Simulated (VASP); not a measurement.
A run of VASP 6.6.1:

Contents of INCAR:

```
SYSTEM = AlNi
  ALGO = Fast
  EDIFF = 1E-7
  ENCUT = 520
  GGA = PE
  GGA_COMPAT = .False.
  ISIF = 2
  ISMEAR = 0
  LASPH = .True.
  LCHARG = .True.
  LMAXMIX = 4
  LORBIT = 11
  LORBMOM = .True.
  LREAL = .False.
  LSORBIT = .True.
  LVHAR = .True.
  LWAVE = .False.
  MAGMOM = 0 0 0 0 0 0.05
  NBANDS = 25
  NELM = 150
  PREC = Accurate
  SIGMA = 0.05
```

Contents of KPOINTS:

```
k-points
0
Gamma
  12 12 12
  0 0 0
```

The input POSCAR:

```
AlNi
1.0
    2.8933713769      0.0000000000      0.0144668569
    0.0000000000      2.8933713769      0.0000000000
    0.0144668569      0.0000000000      2.8933713769
Al Ni
1 1
Direct
    0.0000000000      0.0000000000      0.0000000000
    0.5000000000      0.5000000000      0.5000000000
```

Potentials or basis: VASP PAW PBE potentials, release 64 (Al, Ni).

Command:

```console
$ cat potpaw_PBE.64/Al/POTCAR potpaw_PBE.64/Ni/POTCAR > POTCAR
$ mpirun -np 1 vasp_ncl > vasp.out
```

Hardware: 1 thread of Oxide Virtual Turin-like Processor, on a shared host.

Question: How long does it take, and how much memory?

Answer: Run time: 21 min on 1 thread of Oxide Virtual Turin-like Processor, with other jobs on the host, peak memory 0.75 GiB. Counts: scf iterations 16, k points 868.
